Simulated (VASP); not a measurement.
Runs of VASP 6.6.1 on Hg. The structure is that of space group I4_1/amd (No. 141), or close to it. The cells are those of the table. 

| cell | gap on the mesh (eV) | pressure (GPa) |
| --- | --- | --- |
| a = 4.689 Å, angles 97.1, 97.1, 138.7°, 2 atoms | none | -0.6 |
| a = 4.357 Å, angles 97.1, 97.1, 138.8°, 2 atoms | none | (b) |
| a = 4.587 Å, angles 97.1, 97.1, 138.7°, 2 atoms | none | (a) |
| a = 4.403 Å, angles 97.1, 97.1, 138.8°, 2 atoms | none | 2.5 |
| a = 4.542 Å, angles 97.1, 97.1, 138.7°, 2 atoms | none | 0.2 |
| a = 4.497 Å, angles 97.1, 97.1, 138.7°, 2 atoms | none | 0.7 |
| a = 4.450 Å, angles 97.1, 97.1, 138.7°, 2 atoms | none | (c) |
| a = 4.632 Å, angles 97.1, 97.1, 138.7°, 2 atoms | none | -0.5 |

Alike in all rows: task single point; level PBE; potentials or basis VASP PAW PBE potentials, release 64 (Hg); no spin polarisation; k mesh 16 × 16 × 16; cutoff (eV) 520; smearing gaussian 0.1 eV.

Question: Estimate the missing entries.

Answer: (a) -0.2; (b) 3.8; (c) 1.5.

Caveats: spin-orbit coupling is left out, which moves the levels of the heavy elements; the cell stands under pressure (at least some runs).

A k mesh can miss the band edges, and the runs leave out spin-orbit coupling on Hg.

A gap of «none» marks levels without a gap at the run's occupations.
